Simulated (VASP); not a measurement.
Here is a VASP 6.6.1 calculation.

POSCAR

```
MgB2
1.0
    3.0364562238      0.0000000000      0.0000000000
   -1.5182281119      2.6296482273      0.0000000000
    0.0000000000      0.0000000000      3.4519174224
Mg B
1 2
Direct
    0.0000000000      0.0000000000      0.0000000000
    0.3333333333      0.6666666667      0.5000000000
    0.6666666667      0.3333333333      0.5000000000
```

INCAR.step1

```
SYSTEM = MgB2
ALGO = Normal
EDIFF = 1E-5
ENCUT = 750
GGA = PE
GGA_COMPAT = .FALSE.
ISMEAR = -1
LASPH = .TRUE.
LCHARG = .FALSE.
LREAL = .FALSE.
LWAVE = .TRUE.
NBANDS = 15
NELM = 120
PREC = Accurate
SIGMA = 0.1
```

INCAR.step2

```
SYSTEM = MgB2
ALGO = Normal
EDIFF = 1E-6
ENCUT = 750
GGA_COMPAT = .FALSE.
ISIF = 2
ISMEAR = -1
ISTART = 1
LASPH = .TRUE.
LCHARG = .TRUE.
LELF = .TRUE.
LMIXTAU = .TRUE.
LREAL = .FALSE.
LVHAR = .TRUE.
LWAVE = .FALSE.
METAGGA = R2SCAN
NBANDS = 15
NELM = 120
PREC = Accurate
SIGMA = 0.1
```

KPOINTS

```
k-points
0
G
  15 15 12
  0 0 0
```

Potentials or basis: VASP PAW PBE potentials, release 64 (Mg_sv, B).

Launch:

```sh
$ cat potpaw_PBE.64/Mg_sv/POTCAR potpaw_PBE.64/B/POTCAR > POTCAR
$ cp INCAR.step1 INCAR
$ mpirun -np 1 vasp_std > vasp.out
$ cp INCAR.step2 INCAR
$ mpirun -np 1 vasp_std > vasp.out
```

What does it give for the band gap on the k mesh?

Zero (bands 8 and 9 overlap by 4.14 eV).

Estimate the pressure.

6.0 GPa.

Caveat: the cell stands under pressure; the PAW data sets were made with another functional, which shifts forces and pressure a little.
